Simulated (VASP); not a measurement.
A run of VASP 6.6.1:

File INCAR:

```
SYSTEM = Ti
  PREC = Accurate
  ENCUT = 520
  EDIFF = 1E-6
  ISMEAR = -1
  SIGMA = 0.1
  LREAL = .False.
  LASPH = .True.
  NELM = 60
  ALGO = Normal
  ISIF = 2
  LWAVE = .False.
  LCHARG = .True.
  GGA = PS
  LELF = .True.
  LVHAR = .True.
  NBANDS = 19
```

Contents of KPOINTS:

```
Automatic mesh
0
Gamma
  11 11 11
  0 0 0
```

The input POSCAR:

```
Ti
1.0
    0.0000000000      2.8733864934      2.8733864934
    2.8733864934      0.0000000000      2.8733864934
    2.8733864934      2.8733864934      0.0000000000
Ti
2
Direct
    0.1250000000      0.1250000000      0.1250000000
    0.8750000000      0.8750000000      0.8750000000
```

Potentials or basis: VASP PAW PBE potentials, release 64 (Ti_sv).

Run with:

```bash
$ cat potpaw_PBE.64/Ti_sv/POTCAR > POTCAR
$ mpirun -np 1 vasp_std > vasp.out
```

Hardware: 1 thread of Intel(R) Xeon(R) Platinum 8375C CPU @ 2.90GHz (Ice Lake), on a shared host.

Estimate the wall time of this run.

It took 42 s on 1 thread of Intel(R) Xeon(R) Platinum 8375C CPU @ 2.90GHz (Ice Lake), on a shared host, peak memory 0.19 GiB. Counts: scf iterations 14, k points 56.
